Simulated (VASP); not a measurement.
EuS, 2 atoms in the cell. Symmetry: Fm-3m, No. 225, cubic system. Conventional cell: a = 5.957 Å, b = 5.957 Å, c = 5.957 Å, α = 90.00°, β = 90.00°, γ = 90.00°. Eu (site symmetry m-3m) has 6 S at 2.98 Å within 3.9 Å. Within 3.9 Å of S (site symmetry m-3m) lie 6 Eu at 2.98 Å. 

```yaml
Program: VASP 6.6.1
Task: electric field gradients
Functional: PBE
Potentials_or_basis: VASP PAW PBE potentials, release 64 (Eu, S)
Cutoff: 520 eV
k_mesh: 10 × 10 × 10
Occupations: fermi-dirac, width 0.05 eV
Spin: collinear spin, ferromagnetic start
Starting_moments: "[7.0, 0.0] μB"
Dipole_correction: no
Further_INCAR_settings: ALGO = Normal; EDIFF = 1e-08; NBANDS = 22
```

Potentials or basis: VASP PAW PBE potentials, release 64 (Eu, S).

Run with:

```sh
$ cat potpaw_PBE.64/Eu/POTCAR potpaw_PBE.64/S/POTCAR > POTCAR
$ mpirun -np 1 vasp_std > vasp.out
```

Hardware: 1 thread of Oxide Virtual Turin-like Processor (shared host).

**Question.** Estimate the wall time of this run.

**Answer.** Run time: 110 s on 1 thread of Oxide Virtual Turin-like Processor, with other jobs on the host, peak memory 0.24 GiB. Counts: scf iterations 20, k points 47.
